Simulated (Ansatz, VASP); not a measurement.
## Two plane-wave programs on CsSi4Sb2

```
Cs Si Sb
1.0
     4.07058    4.06388   -4.06643
    -3.45174    3.18502    3.81003
     3.18197   -3.45414    3.80352
Cs Si Sb
1 4 2
Cartesian
  -3.4519 3.1847 3.8106
  -0.1176 1.5386 3.7457
  1.5388 -0.1190 3.7440
  2.2619 3.9138 -0.1966
  3.9182 2.2562 -0.1989
  3.4630 0.3341 1.7717
  0.3384 3.4608 1.7749
```

Change from the starting cell: cell x1, atoms moved at random (sigma 0.05 Å) and cell strained at random (1.5 %), then relaxed without symmetry.

Alike in both runs: functional PBE; k mesh 4 × 4 × 4; occupations gaussian, width 0.2 eV; no spin polarisation.

Ansatz relaxed the structure, and its values are those at the end. VASP's run is a single point on that final structure, the one shown.

```csv
,VASP,Ansatz
version,VASP 6.6.1,Ansatz 0.2.0
potentials or method,"VASP PAW PBE potentials, release 64 (Cs_sv, Si, Sb), cutoff 520 eV","scalar-relativistic, plane waves, PAW"
valence electrons in the cell,35,55
```

|  | VASP | Ansatz | Ansatz less VASP |
| --- | --- | --- | --- |
| gap on the k mesh at the Fermi level (eV) | none | none | - |
| pressure (GPa) | 0.0 | 0.0 | -0.07 |
| rms of the force components (eV/Å) | 0.009 | 0.004 | -0.0053 |

A gap of «none» marks a metal or a gap that the smearing closes. VASP's potentials hold 35 valence electrons a cell and Ansatz's 55, so a difference there can come from the potentials and not from the codes.

Spin-orbit coupling is off throughout.
